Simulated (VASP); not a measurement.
# Sr2Ti2HO6 (a cell with a defect) in VASP: a series of runs

The runs below take Sr2Ti2HO6 (a cell with a defect) through single point, with PBEsol.

Program: VASP 6.6.1. These are calculated values, not measurements. Logs are shortened: lines on timing, memory, paths and dates and some standing lists are left out, and cuts for length are marked.

## (1) The cell of the first run

The cell holds a defect, 11 atoms: a = 7.783 Å, b = 3.891 Å, c = 3.891 Å, α = 90.00°, β = 90.00°, γ = 90.00°.

## (2) Single point, PBEsol, collinear spin

File INCAR:

```
SYSTEM = Sr2Ti2HO6
ALGO = Normal ; EDIFF = 1E-6
ENCUT = 520 ; GGA = PS
ISIF = 2 ; ISMEAR = -1
ISPIN = 2 ; LASPH = .True.
LCHARG = .False. ; LMAXMIX = 4
LORBIT = 11 ; LREAL = .False.
LWAVE = .False. ; MAGMOM = 0 0 0.2 0 0.2 0 0 0.2 0.2 0 0.2
NBANDS = 56 ; NELM = 150
PREC = Accurate ; SIGMA = 0.05
```

File KPOINTS:

```
Automatic mesh
0
Gamma
  2 2 2
  0.5 0.5 0.5
```

File POSCAR:

```
Sr2Ti2HO6
1.0
    7.7828210000      0.0000000000      0.0000000000
    0.0000000000      3.8914100000      0.0000000000
    0.0000000000      0.0000000000      3.8914100000
Sr Ti O H
2 2 6 1
Direct
    0.9970660000      0.0017360000      0.9943700000
    0.4972190000      0.0047630000      0.9937190000
    0.1939410000      0.4970650000      0.5041510000
    0.7498460000      0.4870910000      0.5071870000
    0.2390150000      0.5054460000      0.0072430000
    0.7620750000      0.4907000000      0.0035300000
    0.0027940000      0.4917340000      0.5025230000
    0.5545320000      0.5193050000      0.4846050000
    0.2461890000      0.9947740000      0.5227520000
    0.7543590000      0.0110830000      0.5065090000
    0.3693760000      0.5058620000      0.4963470000
```

Potentials or basis: VASP PAW PBE potentials, release 64 (Sr_sv, Ti_sv, O, H).

Command:

```console
> cat potpaw_PBE.64/Sr_sv/POTCAR potpaw_PBE.64/Ti_sv/POTCAR potpaw_PBE.64/O/POTCAR potpaw_PBE.64/H/POTCAR > POTCAR
> mpirun -np 1 vasp_std > vasp.out
```

OUTCAR:

```text
SYSTEM = Sr2Ti2HO6
   EDIFF = 1E-6
   ENCUT = 520
   GGA = PS
   ISIF = 2
   ISMEAR = -1
   ISPIN = 2
   LASPH = .True.
   LORBIT = 11
   LREAL = .False.
   NELM = 150
   PREC = Accurate

 ion  position               nearest neighbor table
   1  0.997  0.002  0.994-   6 2.64   9 2.67  10 2.68   5 2.70   6 2.70   7 2.70   5 2.72  10 2.75
                             7 2.75   7 2.76   7 2.80   9 2.83   3 3.11   3 3.14   3 3.16   3 3.18
   2  0.497  0.005  0.994-   9 2.68   8 2.72  10 2.76   8 2.77   5 2.80   6 2.80   5 2.80   8 2.80
                            10 2.83   9 2.84   8 2.85   6 2.87  11 2.92  11 2.92  11 2.93  11 2.94
   3  0.194  0.497  0.504-  11 1.37   7 1.49   5 1.97   9 1.98   5 1.99   9 2.00   1 3.11   1 3.14
                             1 3.16   1 3.18   2 3.59   2 3.62   2 3.63   2 3.66
   4  0.750  0.487  0.507-   8 1.53  10 1.85   6 1.93   6 1.96   7 1.97  10 2.04   1 3.30   2 3.31
                             1 3.35   1 3.36   2 3.37   2 3.39   1 3.42   2 3.45
   5  0.239  0.505  0.007-   3 1.97   3 1.99   1 2.70   1 2.72   2 2.80   2 2.80
   6  0.762  0.491  0.004-   4 1.93   4 1.96   1 2.64   1 2.70   2 2.80   2 2.87
   7  0.003  0.492  0.503-   3 1.49   4 1.97   1 2.70   1 2.75   1 2.76   1 2.80
   8  0.555  0.519  0.485-   4 1.53   2 2.72   2 2.77   2 2.80   2 2.85
   9  0.246  0.995  0.523-   3 1.98   3 2.00   1 2.67   2 2.68   1 2.83   2 2.84
  10  0.754  0.011  0.507-   4 1.85   4 2.04   1 2.68   1 2.75   2 2.76   2 2.83
  11  0.369  0.506  0.496-   3 1.37   2 2.92   2 2.92   2 2.93   2 2.94

  LATTYP: Found a simple tetragonal cell.
 ALAT       =     3.8914100000
 C/A-ratio  =     2.0000002570

  Lattice vectors:

 A1 = (   0.0000000000,   3.8914100000,   0.0000000000)
 A2 = (   0.0000000000,   0.0000000000,   3.8914100000)
 A3 = (   7.7828210000,   0.0000000000,   0.0000000000)

Analysis of symmetry for initial positions (statically):
=====================================================================
 Subroutine PRICEL returns:
 Original cell was already a primitive cell.

 Routine SETGRP: Setting up the symmetry group for a
 simple tetragonal supercell.

 Subroutine GETGRP returns: Found  1 space group operations
 (whereof  1 operations were pure point group operations)
 out of a pool of 16 trial point group operations.

The static configuration has the point symmetry C_1 .

Analysis of symmetry for dynamics (positions and initial velocities):
=====================================================================
 Subroutine PRICEL returns:
 Original cell was already a primitive cell.

 Routine SETGRP: Setting up the symmetry group for a
 simple tetragonal supercell.

 Subroutine GETGRP returns: Found  1 space group operations
 (whereof  1 operations were pure point group operations)
 out of a pool of 16 trial point group operations.

The dynamic configuration has the point symmetry C_1 .

Analysis of structural, dynamic, and magnetic symmetry:
=====================================================================
 Subroutine PRICEL returns:
 Original cell was already a primitive cell.

 Routine SETGRP: Setting up the symmetry group for a
 simple tetragonal supercell.

 Subroutine GETGRP returns: Found  1 space group operations
 (whereof  1 operations were pure point group operations)
 out of a pool of 16 trial point group operations.

The overall configuration has the point symmetry C_1 .

 Subroutine INISYM returns: Found  1 space group operations
 (whereof  1 operations are pure point group operations),
 and found     1 'primitive' translations

----------------------------------------------------------------------------------------

                                     Primitive cell

  volume of cell :     117.8558

  direct lattice vectors                    reciprocal lattice vectors
     7.782821000  0.000000000  0.000000000     0.128488115  0.000000000  0.000000000
     0.000000000  3.891410000  0.000000000     0.000000000  0.256976263  0.000000000
     0.000000000  0.000000000  3.891410000     0.000000000  0.000000000  0.256976263

  length of vectors
     7.782821000  3.891410000  3.891410000     0.128488115  0.256976263  0.256976263

  position of ions in fractional coordinates (direct lattice)
     0.997066000  0.001736000  0.994370000
     0.497219000  0.004763000  0.993719000
     0.193941000  0.497065000  0.504151000
     0.749846000  0.487091000  0.507187000
[... 71 lines left out ...]
   NELM   =    150;   NELMIN=  2; NELMDL= -5     # of ELM steps
   EDIFF  = 0.1E-05   stopping-criterion for ELM
   LREAL  =      F    real-space projection
   EDIFFG = 0.1E-04   stopping-criterion for IOM
   NSW    =      0    number of steps for IOM
   IBRION =     -1    ionic relax: 0-MD 1-quasi-New 2-CG
   NFREE  =      0    steps in history (QN), initial steepest desc. (CG)
   ISIF   =      2    stress and relaxation
   ISYM   =      2    0-nonsym 1-usesym 2-fastsym
   POTIM  = 0.5000    time-step for ionic-motion
   TEBEG  =    0.0;   TEEND  =   0.0 temperature during run
   PSTRESS=    0.0 pullay stress
   NELECT =      81.0000    total number of electrons
   NUPDOWN=      -1.0000    fix difference up-down
   EMIN   =  10.00;   EMAX   =-10.00  energy-range for DOS
   EFERMI =   0.00;   METHOD = LEGACY
   ISMEAR =    -1;   SIGMA  =   0.05  broadening in eV -4-tet -1-fermi 0-gaus
   EFERMI_NEDOS =   21; number of points for ismear=-14 and -15
   IALGO  =     38    algorithm
   IMIX   =      4    mixing-type and parameters
     AMIX     =   0.40;   BMIX     =  1.00
     AMIX_MAG =   1.60;   BMIX_MAG =  1.00
  volume/ion in A,a.u.               =      10.71        72.30
  Fermi-wavevector in a.u.,A,eV,Ry     =   1.444728  2.730141 28.398620  2.087240
  Thomas-Fermi vector in A             =   2.562990
   LORBIT       =     11    0 simple, 1 ext, 2 COOP (PROOUT), +10 PAW based schemes
   GGA     = PS    functional components
   LHFCALC =     F    Hartree Fock is set to
   AEXX    =    0.0000 exact exchange contribution
   IVDW    =     0    specifies the selected vdW correction
   LEPSILON=     F    determine dielectric tensor
   LRPA    =     F    only Hartree local field effects (RPA)
 spin polarized calculation
  energy-cutoff  :      520.00
  volume of cell :      117.86
 maximum number of plane-waves:      3172
 NGX is ok and might be reduce to    60
   NGX = 29   NGY = 15   NGZ = 15

 number of electron      80.9999981 magnetization       0.9993693

 Free energy of the ion-electron system (eV)
  ---------------------------------------------------
  ext. energy  EPLUGINS =         0.00000000
  ---------------------------------------------------
  free energy    TOTEN  =       -78.00090425 eV

  energy without entropy =      -78.00064971  energy(sigma->0) =      -78.00077698

 E-fermi :   7.1498     XC(G=0): -11.6026

 val. band max:        6.8086618775   @ k =   0.2500   0.2500  -0.2500
 cond. band min:       7.4874845324   @ k =   0.2500  -0.2500   0.2500
 fundamental gap:      0.6788226549
 Fermi energy:         7.1497975402

 spin component 1

 k-point     1 :       0.2500    0.2500    0.2500
  band No.  band energies     occupation
      1     -51.1495      1.00000
      2     -50.7098      1.00000
      3     -29.1289      1.00000
      4     -28.6667      1.00000
      5     -28.5713      1.00000
      6     -28.1625      1.00000
[... 209 lines left out ...]
     51      11.5289      0.00000
     52      11.8772      0.00000
 Fermi energy:         7.1497975402

 spin component 2

 k-point     1 :       0.2500    0.2500    0.2500
  band No.  band energies     occupation
      1     -50.9463      1.00000
      2     -50.5965      1.00000
      3     -28.8007      1.00000
      4     -28.6654      1.00000
      5     -28.5573      1.00000
      6     -27.9926      1.00000
[... 209 lines left out ...]
     51      11.5794      0.00000
     52      11.9109      0.00000
 [bands above 52 left out]

------------------------ aborting loop because EDIFF is reached ----------------------------------------

  FORCE on cell =-STRESS in cart. coord.  units (eV):
  Direction    XX          YY          ZZ          XY          YZ          ZX
  --------------------------------------------------------------------------------------
  -------------------------------------------------------------------------------------
  Total       64.5001057      6.9425039      6.2198402     -0.2818751     -0.1252955      0.2779330
  in kB      876.8392572     94.3790702     84.5549013     -3.8319181     -1.7033155      3.7783284
  external PRESSURE =     351.9244096 kB  Pullay stress =       0.0000000 kB

 VOLUME and BASIS-vectors are now :
 -----------------------------------------------------------------------------
  energy-cutoff  :      520.00
  volume of cell :      117.86
      direct lattice vectors                 reciprocal lattice vectors
     7.782821000  0.000000000  0.000000000     0.128488115  0.000000000  0.000000000
     0.000000000  3.891410000  0.000000000     0.000000000  0.256976263  0.000000000
     0.000000000  0.000000000  3.891410000     0.000000000  0.000000000  0.256976263

 POSITION                                       TOTAL-FORCE (eV/Angst)
 -----------------------------------------------------------------------------------
      7.75999      0.00676      3.86950        -0.826588     -0.119022      0.211234
      3.86977      0.01853      3.86697        -0.095425     -0.111007      0.144091
      1.50941      1.93428      1.96186        11.618633     -0.014196      0.593256
      5.83592      1.89547      1.97367         9.027908     -0.333596      0.721367
      1.86021      1.96690      0.02819        -0.708168     -0.225270      0.017796
      5.93109      1.90951      0.01374         0.789314      0.220368     -0.205075
      0.02175      1.91354      1.95552       -15.296785      0.193566     -0.370851
      4.31582      2.02083      1.88580       -12.805896      1.228048     -0.682865
      1.91604      3.87107      2.03424        -0.850795      0.312222     -0.271184
      5.87104      0.04313      1.97103         1.080822     -1.195984      0.060489
      2.87479      1.96852      1.93149         8.066980      0.044869     -0.218259
 -----------------------------------------------------------------------------------
    total drift:                               -0.000136      0.000240     -0.001346

  FREE ENERGIE OF THE ION-ELECTRON SYSTEM (eV)
  ---------------------------------------------------
  free  energy   TOTEN  =       -78.0009042534 eV

  energy  without entropy=      -78.0006497126  energy(sigma->0) =      -78.00077698

 total charge

# of ion       s       p       d       tot
------------------------------------------
    1        2.002   5.772   0.246   8.020
    2        1.992   5.751   0.183   7.926
    3        2.337   6.539   2.462  11.338
    4        2.320   6.452   2.287  11.058
    5        1.554   3.470   0.000   5.024
    6        1.560   3.490   0.000   5.050
    7        1.616   3.620   0.000   5.236
    8        1.610   3.547   0.000   5.157
    9        1.552   3.468   0.000   5.020
   10        1.563   3.491   0.000   5.054
   11        0.566   0.048   0.000   0.614
--------------------------------------------------
tot         18.671  45.650   5.178  69.499

 magnetization (x)

# of ion       s       p       d       tot
------------------------------------------
    1       -0.000  -0.000   0.000  -0.000
    2        0.000  -0.000   0.000  -0.000
    3        0.003   0.143   0.122   0.269
    4        0.006   0.017   0.105   0.127
    5        0.000   0.020   0.000   0.020
    6        0.000  -0.001   0.000  -0.001
    7        0.007   0.098   0.000   0.105
    8        0.021   0.129   0.000   0.150
    9        0.000   0.024   0.000   0.024
   10        0.000   0.000   0.000   0.000
   11        0.223   0.011   0.000   0.234
--------------------------------------------------
tot          0.261   0.441   0.227   0.929
```

It took 84 s on 1 thread of Intel Xeon Platinum 8259CL at 2.50GHz (Skylake/Cascade Lake), shared host; peak memory 0.28 GiB.

Results:

* Free energy: -78.0009 eV
* Pressure: 35.2 GPa
* Largest force: 15.303 eV/Å
* Band gap on the k mesh: 0.68 eV
* Net moment: 1.00 μB per cell
* Site moments: Sr -0.00; Ti +0.27, +0.13; O +0.02, -0.00, +0.10, +0.15, +0.00 (each value once); H +0.23 μB
* Valence electrons inside the program's atomic spheres: Sr 8.02, 7.93; Ti 11.34, 11.06; O 5.02, 5.05, 5.24, 5.16 (each value once); H 0.61

Forces in eV/Å, atoms in the order of the input:
```
Sr   -0.827  -0.119   0.211
Sr   -0.095  -0.111   0.144
Ti   11.619  -0.014   0.593
Ti    9.028  -0.334   0.721
O    -0.708  -0.225   0.018
O     0.789   0.220  -0.205
O   -15.297   0.194  -0.371
O   -12.806   1.228  -0.683
O    -0.851   0.312  -0.271
O     1.081  -1.196   0.060
H     8.067   0.045  -0.218
```

Caveat: the k points lie up to 0.81 Å⁻¹ apart; atoms lie so close that the PAW spheres overlap strongly, which falsifies energies and pressures; the PAW data sets were made with another functional, which shifts forces and pressure a little.

(Part 1 of 2 ends here.)
